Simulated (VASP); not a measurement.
Set up this calculation in VASP 6.6.1, as the native input.

```yaml
Task: single point
Functional: PBE
Potentials_or_basis: VASP PAW PBE potentials, release 64 (Mg, Cd, O)
Cutoff: 520 eV
k_mesh: 6 × 6 × 4
Occupations: gaussian, width 0.1 eV
Spin: no spin polarisation
Dipole_correction: no
Further_INCAR_settings: ALGO = Normal; EDIFF = 1e-06; NBANDS = 29
```

The structure of MgCdO lies in POSCAR:

```
MgCdO
1.0
    4.0163026961      0.0000000000      0.0000000000
    0.0000000000      4.0163026961      0.0000000000
    0.0000000000      0.0000000000      7.2509593898
Mg Cd O
2 2 2
Direct
    0.0000000000      0.5000000000      0.9814063436
    0.5000000000      0.0000000000      0.0185936564
    0.0000000000      0.5000000000      0.4504608433
    0.5000000000      0.0000000000      0.5495391567
    0.0000000000      0.0000000000      0.0000000000
    0.5000000000      0.5000000000      0.0000000000
```

These files were run (other wordings do the same):

INCAR

```
SYSTEM = MgCdO
PREC     = Accurate       ! precision mode
ENCUT    = 520            ! plane-wave cutoff, eV
EDIFF    = 1E-6           ! SCF threshold, eV
ISMEAR   = 0              ! smearing method
SIGMA    = 0.1            ! smearing width, eV
LREAL    = .FALSE.        ! projectors in reciprocal space
LASPH    = .TRUE.         ! aspherical terms in the spheres
NELM     = 60             ! most SCF steps
ALGO     = Normal         ! electronic algorithm
ISIF     = 2              ! what is computed and relaxed
LWAVE    = .FALSE.        ! write WAVECAR
LCHARG   = .FALSE.        ! write CHGCAR
GGA      = PE             ! functional
NBANDS   = 29             ! bands
```

KPOINTS

```
regular mesh
0
G
  6 6 4
  0 0 0
```

Potentials or basis: VASP PAW PBE potentials, release 64 (Mg, Cd, O).

Launch:

```sh
$ cat potpaw_PBE.64/Mg/POTCAR potpaw_PBE.64/Cd/POTCAR potpaw_PBE.64/O/POTCAR > POTCAR
$ mpirun -np 1 vasp_std > vasp.out
```

It gave:

| Item | Value |
| --- | --- |
| Pressure | 0.1 GPa |
| Largest force | 0.017 eV/Å |
| Band gap on the k mesh | zero (band 20 reaches 2.03 eV, above the bottom of band 21 at 0.80 eV) |

Run time: 94 s on 1 thread of Intel(R) Xeon(R) Platinum 8375C CPU @ 2.90GHz (Ice Lake) (shared host), peak memory 0.26 GiB.
